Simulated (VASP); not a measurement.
# MgS (lda) (I4/mmm) in VASP: notebook

The runs below take MgS (lda) through relaxation of the atoms, with LDA.

All numbers are computed with VASP 6.6.1; they aren't measurements. Logs are shortened: lines on timing, memory, paths and dates and some standing lists are left out, and cuts for length are marked.

### 1 The cell of the first run

It takes space group I4/mmm (No. 139, tetragonal). The conventional cell has a = 3.664 Å, b = 3.664 Å, c = 5.100 Å, α = 90.00°, β = 90.00°, γ = 90.00°. Within 3.4 Å of Mg (site symmetry 4/mmm) lie 6 S at 2.55 to 2.59 Å. Within 3.4 Å of S (site symmetry 4/mmm) lie 6 Mg at 2.55 to 2.59 Å.

### 2 Relaxation of the atoms, LDA (strained cell)

INCAR reads:

```
ALGO = Normal ; EDIFF = 1E-7
EDIFFG = -0.002 ; ENCUT = 520
GGA = CA ; GGA_COMPAT = False
IBRION = 2 ; ISIF = 2
ISMEAR = 0 ; LASPH = True
LCHARG = False ; LREAL = False
LWAVE = False ; NELM = 120
NELMIN = 4 ; NSW = 60
PREC = Accurate ; SIGMA = 0.02
```

KPOINTS reads:

```
k-points
0
Gamma
  6 6 6
```

POSCAR reads:

```
MgS
1.0
    0.0000000000      2.5908405861      2.5497975669
    2.5908405861      0.0000000000      2.5497975669
    2.5908405861      2.5908405861      0.0000000000
Mg S
1 1
Direct
    0.0000000000      0.0000000000      0.0000000000
    0.5000000000      0.5000000000      0.5000000000
```

Potentials or basis: VASP PAW LDA potentials, release 64 (Mg, S).

Run with:

```sh
cat potpaw_LDA.64/Mg/POTCAR potpaw_LDA.64/S/POTCAR > POTCAR
mpirun -np 1 vasp_std > vasp.out
```

OUTCAR:

```text
EDIFF = 1E-7
   EDIFFG = -0.002
   ENCUT = 520
   GGA = CA
   IBRION = 2
   ISIF = 2
   ISMEAR = 0
   LASPH = True
   LREAL = False
   NELM = 120
   NELMIN = 4
   NSW = 60
   PREC = Accurate

 ion  position               nearest neighbor table
   1  0.000  0.000  0.000-   2 2.55   2 2.55   2 2.59   2 2.59   2 2.59   2 2.59
   2  0.500  0.500  0.500-   1 2.55   1 2.55   1 2.59   1 2.59   1 2.59   1 2.59

  LATTYP: Found a body centered tetragonal cell.
 ALAT       =     3.6640018948
 C/A-ratio  =     1.3918101792

  Lattice vectors:

 A1 = (   0.0000000000,  -2.5908405861,  -2.5497975669)
 A2 = (   0.0000000000,   2.5908405861,  -2.5497975669)
 A3 = (   2.5908405861,   0.0000000000,   2.5497975669)

Analysis of symmetry for initial positions (statically):
=====================================================================
 Subroutine PRICEL returns:
 Original cell was already a primitive cell.

 Routine SETGRP: Setting up the symmetry group for a
 body centered tetragonal supercell.

 Subroutine GETGRP returns: Found 16 space group operations
 (whereof 16 operations were pure point group operations)
 out of a pool of 16 trial point group operations.

The static configuration has the point symmetry D_4h.

Analysis of symmetry for dynamics (positions and initial velocities):
=====================================================================
 Subroutine PRICEL returns:
 Original cell was already a primitive cell.

 Routine SETGRP: Setting up the symmetry group for a
 body centered tetragonal supercell.

 Subroutine GETGRP returns: Found 16 space group operations
 (whereof 16 operations were pure point group operations)
 out of a pool of 16 trial point group operations.

The dynamic configuration has the point symmetry D_4h.

 Subroutine INISYM returns: Found 16 space group operations
 (whereof 16 operations are pure point group operations),
 and found     1 'primitive' translations

----------------------------------------------------------------------------------------

                                     Primitive cell

  volume of cell :      34.2308

  direct lattice vectors                    reciprocal lattice vectors
     0.000000000  2.590840586  2.549797567    -0.192987559  0.192987559  0.196093998
     2.590840586  0.000000000  2.549797567     0.192987559 -0.192987559  0.196093998
     2.590840586  2.590840586  0.000000000     0.192987559  0.192987559 -0.196093998

  length of vectors
     3.635095951  3.635095951  3.664001895     0.336067332  0.336067332  0.336067332

  position of ions in fractional coordinates (direct lattice)
     0.000000000  0.000000000  0.000000000
[... 87 lines left out ...]
   TEBEG  =    0.0;   TEEND  =   0.0 temperature during run
   PSTRESS=    0.0 pullay stress
   NELECT =       8.0000    total number of electrons
   NUPDOWN=      -1.0000    fix difference up-down
   EMIN   =  10.00;   EMAX   =-10.00  energy-range for DOS
   EFERMI =   0.00;   METHOD = LEGACY
   ISMEAR =     0;   SIGMA  =   0.02  broadening in eV -4-tet -1-fermi 0-gaus
   EFERMI_NEDOS =   21; number of points for ismear=-14 and -15
   IALGO  =     38    algorithm
   IMIX   =      4    mixing-type and parameters
     AMIX     =   0.40;   BMIX     =  1.00
     AMIX_MAG =   1.60;   BMIX_MAG =  1.00
  volume/ion in A,a.u.               =      17.12       115.50
  Fermi-wavevector in a.u.,A,eV,Ry     =   1.008399  1.905598 13.835340  1.016869
  Thomas-Fermi vector in A             =   2.141264
   LORBIT       =      0    0 simple, 1 ext, 2 COOP (PROOUT), +10 PAW based schemes
   GGA     = CA    functional components
   LHFCALC =     F    Hartree Fock is set to
   AEXX    =    0.0000 exact exchange contribution
   IVDW    =     0    specifies the selected vdW correction
   LEPSILON=     F    determine dielectric tensor
   LRPA    =     F    only Hartree local field effects (RPA)
 conjugate gradient relaxation of ions
 non-spin polarized calculation
 Gauss-broadening in eV      SIGMA  =   0.02
  energy-cutoff  :      520.00
  volume of cell :       34.23
 maximum number of plane-waves:       934
   NGX = 13   NGY = 13   NGZ = 13

 number of electron       7.9999999 magnetization

 Free energy of the ion-electron system (eV)
  ---------------------------------------------------
  ext. energy  EPLUGINS =         0.00000000
  ---------------------------------------------------
  free energy    TOTEN  =        -9.58322168 eV

  energy without entropy =       -9.58322168  energy(sigma->0) =       -9.58322168

 E-fermi :   3.9774     XC(G=0): -10.1046

 val. band max:        3.8670921130   @ k =   0.0000   0.0000   0.0000
 cond. band min:       6.4036843805   @ k =   0.5000   0.5000   0.0000
 fundamental gap:      2.5365922675
 Fermi energy:         3.9773940680

 k-point     1 :       0.0000    0.0000    0.0000
  band No.  band energies     occupation
      1      -8.9641      2.00000
      2       3.7938      2.00000
      3       3.8671      2.00000
      4       3.8671      2.00000
      5       7.5605      0.00000
      6      11.6046      0.00000
      7      11.6046      0.00000
      8      11.7727      0.00000
[... 243 lines left out ...]
 k-point    24 :       0.5000    0.0000    0.3333
  band No.  band energies     occupation
      1      -7.2889      2.00000
      2      -0.2594      2.00000
      3       1.3850      2.00000
      4       2.3316      2.00000
      5       7.4119      0.00000
      6       9.3533      0.00000
      7      13.8357      0.00000
      8      14.1284      0.00000

 [... further k-points ...]

------------------------ aborting loop because EDIFF is reached ----------------------------------------

  FORCE on cell =-STRESS in cart. coord.  units (eV):
  Direction    XX          YY          ZZ          XY          YZ          ZX
  --------------------------------------------------------------------------------------
  -------------------------------------------------------------------------------------
  Total       -0.4905528     -0.4905528     -0.1003564      0.0000000      0.0000000      0.0000000
  in kB      -22.9603907    -22.9603907     -4.6971946      0.0000000      0.0000000      0.0000000
  external PRESSURE =     -16.8726587 kB  Pullay stress =       0.0000000 kB

 VOLUME and BASIS-vectors are now :
 -----------------------------------------------------------------------------
  energy-cutoff  :      520.00
  volume of cell :       34.23
      direct lattice vectors                 reciprocal lattice vectors
     0.000000000  2.590840586  2.549797567    -0.192987559  0.192987559  0.196093998
     2.590840586  0.000000000  2.549797567     0.192987559 -0.192987559  0.196093998
     2.590840586  2.590840586  0.000000000     0.192987559  0.192987559 -0.196093998

 POSITION                                       TOTAL-FORCE (eV/Angst)
 -----------------------------------------------------------------------------------
      0.00000      0.00000      0.00000         0.000000     -0.000000      0.000000
      2.59084      2.59084      2.54980        -0.000000      0.000000     -0.000000
 -----------------------------------------------------------------------------------
    total drift:                                0.000000      0.000000      0.000000

  FREE ENERGIE OF THE ION-ELECTRON SYSTEM (eV)
  ---------------------------------------------------
  free  energy   TOTEN  =        -9.5832216754 eV

  energy  without entropy=       -9.5832216754  energy(sigma->0) =       -9.58322168

 reached required accuracy - stopping structural energy minimisation
```

OSZICAR:

```text
N       E                     dE             d eps       ncg     rms          rms(c)
DAV:   1     0.215128631475E+02    0.21513E+02   -0.39161E+03   488   0.830E+02
DAV:   2    -0.916262676382E+01   -0.30675E+02   -0.29080E+02   688   0.110E+02
DAV:   3    -0.100095135998E+02   -0.84689E+00   -0.84689E+00   552   0.246E+01
DAV:   4    -0.100135330379E+02   -0.40194E-02   -0.40194E-02   808   0.195E+00
DAV:   5    -0.100135357897E+02   -0.27517E-05   -0.27517E-05   560   0.452E-02    0.453E+00
DAV:   6    -0.963807015432E+01    0.37547E+00   -0.97455E-01   512   0.480E+00    0.350E+00
DAV:   7    -0.958829595844E+01    0.49774E-01   -0.21011E-01   608   0.232E+00    0.217E+00
DAV:   8    -0.958339918593E+01    0.48968E-02   -0.93629E-03   536   0.734E-01    0.726E-01
DAV:   9    -0.958323003582E+01    0.16915E-03   -0.44612E-04   616   0.151E-01    0.252E-01
DAV:  10    -0.958322236717E+01    0.76687E-05   -0.24152E-05   616   0.302E-02    0.849E-02
DAV:  11    -0.958322168951E+01    0.67766E-06   -0.57180E-06   640   0.141E-02    0.153E-02
DAV:  12    -0.958322167544E+01    0.14072E-07   -0.98450E-08   448   0.220E-03
   1 F= -.95832217E+01 E0= -.95832217E+01  d E =-.958322E+01
```

CONTCAR:

```text
MgS
   1.00000000000000
     0.0000000000000000    2.5908405861000001    2.5497975669000001
     2.5908405861000001    0.0000000000000000    2.5497975669000001
     2.5908405861000001    2.5908405861000001    0.0000000000000000
  Mg              S
     1     1
Direct
     0.0000000000000000    0.0000000000000000    0.0000000000000000
     0.5000000000000000    0.5000000000000000    0.5000000000000000

  0.00000000E+00  0.00000000E+00  0.00000000E+00
  0.00000000E+00  0.00000000E+00  0.00000000E+00
```

Run time: 7.2 s. Hardware: 1 thread of Intel Xeon 6975P-C, shared host; peak memory 0.14 GiB.

Results:

```yaml
Free_energy: -9.5832 eV
Pressure_after_relaxing: -1.7 GPa
Band_gap_on_the_k_mesh: 2.54 eV, indirect (least direct gap 3.69 eV)
```

Stress tensor (GPa, compression positive):
```
-2.30  0.00  0.00
 0.00 -2.30  0.00
 0.00  0.00 -0.47
```

Final structure:
```
Mg S
1.0
     0.00000    2.59084    2.54980
     2.59084    0.00000    2.54980
     2.59084    2.59084    0.00000
Mg S
1 1
Direct
  0.00000 0.00000 0.00000
  0.50000 0.50000 0.50000
```

Levels at points of the mesh, in eV from the valence-band top:
```
           k point  band 1  band 2  band 3  band 4  band 5  band 6  band 7  band 8
(0.00, 0.00, 0.00)  -12.83   -0.07    0.00    0.00    3.69    7.74    7.74    7.91
(0.50, 0.00, 0.00)  -11.42   -5.09   -0.68   -0.63    4.39    6.66    6.84   10.13
(0.50, 0.50, 0.00)  -10.98   -4.41   -1.85   -1.85    2.54    4.10   12.16   12.84
(0.50, 0.00, 0.50)  -11.04   -4.44   -1.84   -1.70    2.62    4.16   11.99   12.79
```

Caveat: the cell differs from its parent crystal (strained cell); the relaxation stopped at its first step, so nothing moved. A k mesh can miss the band edges.

### 3 Relaxation of the atoms, LDA (strained cell)

INCAR reads:

```
ALGO = Normal
EDIFF = 1E-7
EDIFFG = -0.002
ENCUT = 520
GGA = CA
GGA_COMPAT = F
IBRION = 2
ISIF = 2
ISMEAR = 0
LASPH = T
LCHARG = F
LREAL = F
LWAVE = F
NELM = 120
NELMIN = 4
NSW = 60
PREC = Accurate
SIGMA = 0.02
```

KPOINTS is that of step 2.

POSCAR reads:

```
MgS
1.0
    0.0000000000      2.5908405861      2.5520588104
    2.5908405861      0.0000000000      2.5520588104
    2.5908405861      2.5908405861      0.0000000000
Mg S
1 1
Direct
    0.0000000000      0.0000000000      0.0000000000
    0.5000000000      0.5000000000      0.5000000000
```

Potentials or basis: VASP PAW LDA potentials, release 64 (Mg, S).

Run with:

```sh
cat potpaw_LDA.64/Mg/POTCAR potpaw_LDA.64/S/POTCAR > POTCAR
mpirun -np 1 vasp_std > vasp.out
```

OUTCAR:

```text
EDIFF = 1E-7
   EDIFFG = -0.002
   ENCUT = 520
   GGA = CA
   IBRION = 2
   ISIF = 2
   ISMEAR = 0
   LASPH = T
   LREAL = F
   NELM = 120
   NELMIN = 4
   NSW = 60
   PREC = Accurate

 ion  position               nearest neighbor table
   1  0.000  0.000  0.000-   2 2.55   2 2.55   2 2.59   2 2.59   2 2.59   2 2.59
   2  0.500  0.500  0.500-   1 2.55   1 2.55   1 2.59   1 2.59   1 2.59   1 2.59

  LATTYP: Found a body centered tetragonal cell.
 ALAT       =     3.6640018948
 C/A-ratio  =     1.3930444818

  Lattice vectors:

 A1 = (   0.0000000000,  -2.5908405861,  -2.5520588104)
 A2 = (   0.0000000000,   2.5908405861,  -2.5520588104)
 A3 = (   2.5908405861,   0.0000000000,   2.5520588104)

Analysis of symmetry for initial positions (statically):
=====================================================================
 Subroutine PRICEL returns:
 Original cell was already a primitive cell.

 Routine SETGRP: Setting up the symmetry group for a
 body centered tetragonal supercell.

 Subroutine GETGRP returns: Found 16 space group operations
 (whereof 16 operations were pure point group operations)
 out of a pool of 16 trial point group operations.

The static configuration has the point symmetry D_4h.

[... 164 lines left out ...]
 cond. band min:       6.3965862370   @ k =   0.5000   0.5000   0.0000
 fundamental gap:      2.5390269617
 Fermi energy:         3.9697290382

 k-point     1 :       0.0000    0.0000    0.0000
  band No.  band energies     occupation
      1      -8.9670      2.00000
      2       3.7884      2.00000
      3       3.8576      2.00000
      4       3.8576      2.00000
      5       7.5451      0.00000
      6      11.6000      0.00000
      7      11.6000      0.00000
      8      11.7587      0.00000
[... 243 lines left out ...]
 k-point    24 :       0.5000    0.0000    0.3333
  band No.  band energies     occupation
      1      -7.2937      2.00000
      2      -0.2634      2.00000
      3       1.3799      2.00000
      4       2.3236      2.00000
      5       7.4004      0.00000
      6       9.3441      0.00000
      7      13.8260      0.00000
      8      14.1130      0.00000

 [... further k-points ...]
[... 5 lines left out ...]
  --------------------------------------------------------------------------------------
  -------------------------------------------------------------------------------------
  Total       -0.4987977     -0.4987977     -0.1322990      0.0000000      0.0000000      0.0000000
  in kB      -23.3256097    -23.3256097     -6.1867857      0.0000000      0.0000000      0.0000000
  external PRESSURE =     -17.6126683 kB  Pullay stress =       0.0000000 kB

 VOLUME and BASIS-vectors are now :
 -----------------------------------------------------------------------------
  energy-cutoff  :      520.00
  volume of cell :       34.26
      direct lattice vectors                 reciprocal lattice vectors
     0.000000000  2.590840586  2.552058810    -0.192987559  0.192987559  0.195920250
     2.590840586  0.000000000  2.552058810     0.192987559 -0.192987559  0.195920250
     2.590840586  2.590840586  0.000000000     0.192987559  0.192987559 -0.195920250

 POSITION                                       TOTAL-FORCE (eV/Angst)
 -----------------------------------------------------------------------------------
      0.00000      0.00000      0.00000        -0.000000     -0.000000     -0.000000
      2.59084      2.59084      2.55206         0.000000      0.000000      0.000000
 -----------------------------------------------------------------------------------
    total drift:                                0.000000      0.000000      0.000000

  FREE ENERGIE OF THE ION-ELECTRON SYSTEM (eV)
  ---------------------------------------------------
  free  energy   TOTEN  =        -9.5831242704 eV

  energy  without entropy=       -9.5831242704  energy(sigma->0) =       -9.58312427

 reached required accuracy - stopping structural energy minimisation
```

OSZICAR:

```text
N       E                     dE             d eps       ncg     rms          rms(c)
DAV:   1     0.220626098556E+02    0.22063E+02   -0.38079E+03   496   0.819E+02
DAV:   2    -0.896899652446E+01   -0.31032E+02   -0.29240E+02   640   0.108E+02
DAV:   3    -0.100092745759E+02   -0.10403E+01   -0.10403E+01   576   0.263E+01
DAV:   4    -0.100136489918E+02   -0.43744E-02   -0.43744E-02   776   0.190E+00
DAV:   5    -0.100136525731E+02   -0.35813E-05   -0.35813E-05   632   0.514E-02    0.453E+00
DAV:   6    -0.963796720167E+01    0.37569E+00   -0.97562E-01   496   0.481E+00    0.350E+00
DAV:   7    -0.958821406990E+01    0.49753E-01   -0.21034E-01   616   0.233E+00    0.217E+00
DAV:   8    -0.958331147272E+01    0.49026E-02   -0.95100E-03   520   0.740E-01    0.741E-01
DAV:   9    -0.958313256921E+01    0.17890E-03   -0.46727E-04   608   0.155E-01    0.255E-01
DAV:  10    -0.958312500101E+01    0.75682E-05   -0.24288E-05   648   0.304E-02    0.875E-02
DAV:  11    -0.958312428479E+01    0.71622E-06   -0.59670E-06   608   0.143E-02    0.159E-02
DAV:  12    -0.958312427036E+01    0.14429E-07   -0.98702E-08   488   0.223E-03
   1 F= -.95831243E+01 E0= -.95831243E+01  d E =-.958312E+01
```

Run time: 6.9 s. Hardware: 1 thread of Intel Xeon 6975P-C, shared host; peak memory 0.14 GiB.

What came out:

* Free energy: -9.5831 eV
* Pressure after relaxing: -1.8 GPa
* Band gap on the k mesh: 2.54 eV, indirect (least direct gap 3.69 eV)

Final structure:
```
Mg S
1.0
     0.00000    2.59084    2.55206
     2.59084    0.00000    2.55206
     2.59084    2.59084    0.00000
Mg S
1 1
Direct
  0.00000 0.00000 0.00000
  0.50000 0.50000 0.50000
```

Levels at points of the mesh, in eV from the valence-band top:
```tsv
k point	band 1	band 2	band 3	band 4	band 5	band 6	band 7	band 8
(0.00, 0.00, 0.00)	-12.82	-0.07	0.00	0.00	3.69	7.74	7.74	7.90
(0.50, 0.00, 0.00)	-11.42	-5.08	-0.67	-0.63	4.39	6.67	6.84	10.12
(0.50, 0.50, 0.00)	-10.98	-4.41	-1.84	-1.84	2.54	4.10	12.15	12.84
(0.50, 0.00, 0.50)	-11.04	-4.43	-1.84	-1.70	2.62	4.16	11.99	12.79
```

Caveat: the cell differs from its parent crystal (strained cell); the relaxation stopped at its first step, so nothing moved.

### 4 Relaxation of the atoms, LDA (strained cell)

INCAR reads:

```
SYSTEM = MgS
PREC = Accurate ; ENCUT = 520
EDIFF = 1E-7 ; ISMEAR = 0
SIGMA = 0.02 ; LREAL = .False.
LASPH = .True. ; NELM = 120
ALGO = Normal ; ISIF = 2
LWAVE = .False. ; LCHARG = .False.
IBRION = 2 ; NSW = 60
EDIFFG = -0.002 ; GGA_COMPAT = .False.
NELMIN = 4
```

KPOINTS reads:

```
regular mesh
0
Gamma
  6 6 6
  0 0 0
```

POSCAR reads:

```
MgS
1.0
    0.0000000000      2.5908405861      2.5518083098
    2.5908405861      0.0000000000      2.5518083098
    2.5908405861      2.5908405861      0.0000000000
Mg S
1 1
Direct
    0.0000000000      0.0000000000      0.0000000000
    0.5000000000      0.5000000000      0.5000000000
```

Run with:

```sh
cat potpaw_LDA.64/Mg/POTCAR potpaw_LDA.64/S/POTCAR > POTCAR
mpirun -np 1 vasp_std > vasp.out
```

It took 6.5 s on 1 thread of Intel Xeon 6975P-C, shared host; peak memory 0.14 GiB.

Results (log left out):

```
Free energy             : -9.5831 eV
Pressure after relaxing : -1.8 GPa
Band gap on the k mesh  : 2.54 eV, indirect (least direct gap 3.69 eV)
```

Stress tensor (GPa, compression positive):
```
-2.33  0.00  0.00
 0.00 -2.33  0.00
 0.00  0.00 -0.60
```

Final structure:
```cif
data_structure
_symmetry_space_group_name_H-M 'P 1'
_symmetry_Int_Tables_number 1
_cell_length_a 3.6365
_cell_length_b 3.6365
_cell_length_c 3.6640
_cell_angle_alpha 59.750
_cell_angle_beta 59.750
_cell_angle_gamma 60.501
_cell_volume 34.26
loop_
_atom_site_label
_atom_site_type_symbol
_atom_site_fract_x
_atom_site_fract_y
_atom_site_fract_z
_atom_site_occupancy
Mg1 Mg 0.00000 0.00000 0.00000 1
S1 S 0.50000 0.50000 0.50000 1
```

Levels at points of the mesh, in eV from the valence-band top:
```
           k point  band 2  band 3  band 4  band 5  band 6  band 7
(0.00, 0.00, 0.00)   -0.07    0.00    0.00    3.69    7.74    7.74
(0.50, 0.00, 0.00)   -5.08   -0.67   -0.63    4.39    6.67    6.84
(0.50, 0.50, 0.00)   -4.41   -1.84   -1.84    2.54    4.10   12.15
(0.50, 0.00, 0.50)   -4.43   -1.84   -1.70    2.62    4.16   11.99
```

Caveat: the cell differs from its parent crystal (strained cell); the relaxation stopped at its first step, so nothing moved. A k mesh can miss the band edges.

### 5 The runs side by side

| cell | gap on the mesh (eV) | pressure (GPa) |
| --- | --- | --- |
| atoms relaxed from a = 3.635, b = 3.635, c = 3.664 Å, angles 59.7, 59.7, 60.5°, 2 atoms | 2.54 | -1.7 |
| atoms relaxed from a = 3.637, b = 3.637, c = 3.664 Å, angles 59.8, 59.8, 60.5°, 2 atoms | 2.54 | -1.8 |
| atoms relaxed from a = 3.637, b = 3.637, c = 3.664 Å, angles 59.7, 59.7, 60.5°, 2 atoms | 2.54 | -1.8 |

Alike in all rows: task relaxation of the atoms; level LDA; potentials or basis VASP PAW LDA potentials, release 64 (Mg, S); no spin polarisation; k mesh 6 × 6 × 6; cutoff (eV) 520; smearing gaussian 0.02 eV.

Caveats: the relaxation stopped at its first step, so nothing moved.

Total energies depend on the potentials used, so only differences within one code and one set of settings carry meaning.
